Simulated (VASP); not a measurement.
Input of a VASP 6.6.1 run:

INCAR

```
  AGGAC = 1.0
  AGGAX = 1.0
  ALDAC = 0.0
  ALDAX = 1.0
  ALGO = Normal
  EDIFF = 1E-6
  ENCUT = 520
  GGA = B5
  ISIF = 2
  ISMEAR = -1
  LASPH = T
  LCHARG = T
  LELF = T
  LREAL = F
  LVHAR = T
  LWAVE = F
  NBANDS = 16
  NELM = 80
  PREC = Accurate
  SIGMA = 0.1
```

KPOINTS

```
k-points
0
Gamma
  18 18 18
```

The input POSCAR:

```
Co
1.0
    0.0000000000      2.5014464468      2.5014464468
    2.5014464468      0.0000000000      2.5014464468
    2.5014464468      2.5014464468      0.0000000000
Co
2
Direct
    0.1250000000      0.1250000000      0.1250000000
    0.8750000000      0.8750000000      0.8750000000
```

Potentials or basis: VASP PAW PBE potentials, release 64 (Co).

The run is started by

```sh
$ cat potpaw_PBE.64/Co/POTCAR > POTCAR
$ mpirun -np 1 vasp_std > vasp.out
```

Question: Predict the band gap on the k mesh.

Answer: Zero (band 9 reaches 6.65 eV, above the bottom of band 10 at 5.93 eV).

Question: Estimate the pressure.

Answer: -0.4 GPa.

Caveat: the PAW data sets were made with another functional, which shifts forces and pressure a little; the run has no spin polarisation, though such a crystal can be magnetic. Spin polarisation is off, so any magnetic state and its effect on volume and gap are missing.
